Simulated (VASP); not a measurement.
Wanted: the native input for a VASP 6.6.1 run.

| Item | Value |
| --- | --- |
| Task | single point |
| Functional | PBE |
| Potentials or basis | VASP PAW PBE potentials, release 64 (Ba_sv, S) |
| Cutoff | 520 eV |
| k mesh | 8 × 8 × 8 |
| Occupations | fermi-dirac, width 0.02 eV |
| Spin | non-collinear spin, zero start, spin-orbit coupling |
| Starting moments | [[0.0, 0.0, 0.0], [0.0, 0.0, 0.0]] μB |
| Dipole correction | no |
| Further INCAR settings | ALGO = Normal; EDIFF = 1e-06; NBANDS = 28 |

The structure of BaS lies in POSCAR:

```
BaS
1.0
    0.0000000000      3.2143926808      3.2143926808
    3.2143926808      0.0000000000      3.2143926808
    3.2143926808      3.2143926808      0.0000000000
Ba S
1 1
Direct
    0.0000000000      0.0000000000      0.0000000000
    0.5000000000      0.5000000000      0.5000000000
```

The input as run:

INCAR

```
ALGO = Normal ; EDIFF = 1E-6
ENCUT = 520 ; GGA = PE
GGA_COMPAT = F ; ISIF = 2
ISMEAR = -1 ; LASPH = T
LCHARG = T ; LORBIT = 11
LORBMOM = T ; LREAL = F
LSORBIT = T ; LVHAR = T
LWAVE = F ; MAGMOM = 0 0 0 0 0 0
NBANDS = 28 ; NELM = 150
PREC = Accurate ; SIGMA = 0.02
```

KPOINTS

```
k-points
0
Gamma
  8 8 8
```

Potentials or basis: VASP PAW PBE potentials, release 64 (Ba_sv, S).

The run is started by

```bash
$ cat potpaw_PBE.64/Ba_sv/POTCAR potpaw_PBE.64/S/POTCAR > POTCAR
$ mpirun -np 1 vasp_ncl > vasp.out
```

Results of the run:

```
Pressure                                              : 0.5 GPa
Net moment                                            : 0.00 μB per cell
Valence electrons inside the program's atomic spheres : Ba 7.89; S 3.74
```

Run time: 4.2 min on 1 thread of Intel Xeon 8259CL, on a shared host, peak memory 0.42 GiB.
